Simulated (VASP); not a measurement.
Set up this calculation in VASP 6.6.1, as the native input.

* Task: single point
* Functional: LDA
* Potentials or basis: VASP PAW LDA potentials, release 64 (H)
* Cutoff: 500 eV
* k mesh: 6 × 6 × 18
* Occupations: gaussian, width 0.1 eV
* Spin: no spin polarisation
* Dipole correction: no
* Further INCAR settings: ALGO = Normal; EDIFF = 1e-06; NBANDS = 6

The structure of H lies in POSCAR:

```
H
1.0
    2.6496387389      0.0000000000      0.0000000000
    0.0000000000      2.6496387389      0.0000000000
    0.0000000000      0.0000000000      0.9804929200
H
1
Direct
    0.0000000000      0.0000000000      0.5000000000
```

The input as run:

INCAR

```
SYSTEM = H
PREC = Accurate
ENCUT = 500
EDIFF = 1E-6
ISMEAR = 0
SIGMA = 0.1
LREAL = .False.
LASPH = .True.
NELM = 120
ALGO = Normal
ISIF = 2
LWAVE = .False.
LCHARG = .False.
NBANDS = 6
GGA_COMPAT = .False.
```

KPOINTS

```
regular mesh
0
Gamma
  6 6 18
  0 0 0
```

Potentials or basis: VASP PAW LDA potentials, release 64 (H).

Run with:

```console
$ cat potpaw_LDA.64/H/POTCAR > POTCAR
$ mpirun -np 1 vasp_std > vasp.out
```

It gave:

```json
{
  "Pressure": "0.9 GPa",
  "Band gap on the k mesh": "zero (an odd number of electrons rules out a gap without spin polarisation)"
}
```

Caveat: the k points lie up to 0.40 Å⁻¹ apart, too coarse for converged energies and pressures of a metal.

Run time: 2.1 s on 1 thread of AMD EPYC 7R13 Processor (Zen 3), on a shared host, peak memory 0.07 GiB.
